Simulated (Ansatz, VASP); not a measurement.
## One calculation of NbSb, two programs

```
Nb Sb
1.0
     3.59104    0.00000    0.00000
     0.00000    3.59104    0.00000
     0.00000    0.00000    6.51245
Nb Sb
2 2
Cartesian
  1.7955 0.0000 5.6650
  0.0000 1.7955 0.8474
  1.7955 0.0000 2.1446
  0.0000 1.7955 4.3679
```

Alike in both runs: functional PBE; k mesh 14 × 14 × 8; occupations gaussian, width 0.1 eV; no spin polarisation.

Ansatz relaxed the structure, and its values are those at the end. VASP's run is a single point on that final structure, the one shown.

|  | VASP | Ansatz |
| --- | --- | --- |
| version | VASP 6.6.1 | Ansatz 0.2.0 |
| potentials or method | VASP PAW PBE potentials, release 64 (Nb_sv, Sb), cutoff 520 eV | scalar-relativistic, plane waves, PAW |
| valence electrons in the cell | 36 | 56 |

Ansatz gave:

* gap on the k mesh at the Fermi level (eV): none
* pressure (GPa): 0.0
* rms of the force components (eV/Å): 0.003

Question: What did VASP give for the same quantities?

Answer: gap on the k mesh at the Fermi level (eV): none; pressure (GPa): -0.2; rms of the force components (eV/Å): 0.005.

A gap of «none» marks a metal or a gap that the smearing closes. The functional is the same, so the differences come from potentials, cutoffs and numerics. VASP's potentials hold 36 valence electrons a cell and Ansatz's 56, so a difference there can come from the potentials and not from the codes.

Neither program's run includes spin-orbit coupling.
